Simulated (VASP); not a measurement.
Here is a VASP 6.6.1 calculation.

The input POSCAR:

```
N
1.0
    3.9609740433      0.0000000000      0.0000000000
    0.0000000000      3.9609740433      0.0000000000
    0.0000000000      0.0000000000      5.1331803146
N
4
Direct
    0.9024068167      0.9024068167      0.0000000000
    0.5975931833      0.4024068167      0.5000000000
    0.0975931833      0.0975931833      0.0000000000
    0.4024068167      0.5975931833      0.5000000000
```

Contents of INCAR.step1:

```
SYSTEM = N
ALGO = Normal
EDIFF = 1E-5
ENCUT = 520
GGA = PE
ISIF = 2
ISMEAR = 0
LASPH = .TRUE.
LCHARG = .FALSE.
LREAL = .FALSE.
LWAVE = .TRUE.
NBANDS = 18
NELM = 60
PREC = Accurate
SIGMA = 0.01
```

Contents of INCAR.step2:

```
SYSTEM = N
ALGO = Normal
EDIFF = 1E-6
ENCUT = 520
GGA = PE
HFSCREEN = 0.2079
ISIF = 2
ISMEAR = 0
ISTART = 1
LASPH = .TRUE.
LCHARG = .FALSE.
LHFCALC = .TRUE.
LREAL = .FALSE.
LWAVE = .FALSE.
NBANDS = 18
NELM = 60
PREC = Accurate
PRECFOCK = Normal
SIGMA = 0.01
```

Contents of KPOINTS:

```
k-points
0
G
  4 4 4
  0 0 0
```

Potentials or basis: VASP PAW PBE potentials, release 64 (N).

Command:

```bash
$ cat potpaw_PBE.64/N/POTCAR > POTCAR
$ cp INCAR.step1 INCAR
$ mpirun -np 1 vasp_std > vasp.out
$ cp INCAR.step2 INCAR
$ mpirun -np 1 vasp_std > vasp.out
```

Question: Predict the pressure.

Answer: 2.7 GPa.

Question: What does it give for the band gap on the k mesh?

Answer: 9.06 eV (least direct gap 9.31 eV).

Question: What does it give for the largest force?

Answer: 1.474 eV/Å.

Forces on the atoms (eV/Å):
```
N   -1.042 -1.042  0.000
N    1.042 -1.042  0.000
N    1.042  1.042  0.000
N   -1.042  1.042  0.000
```

Caveat: the standard files for N, O and F lose accuracy on very short bonds; this functional lacks dispersion, which holds the molecules together, so the pressure and a relaxed volume are unreliable; the PAW data sets were made with another functional, which shifts forces and pressure a little. A k mesh can miss the band edges.
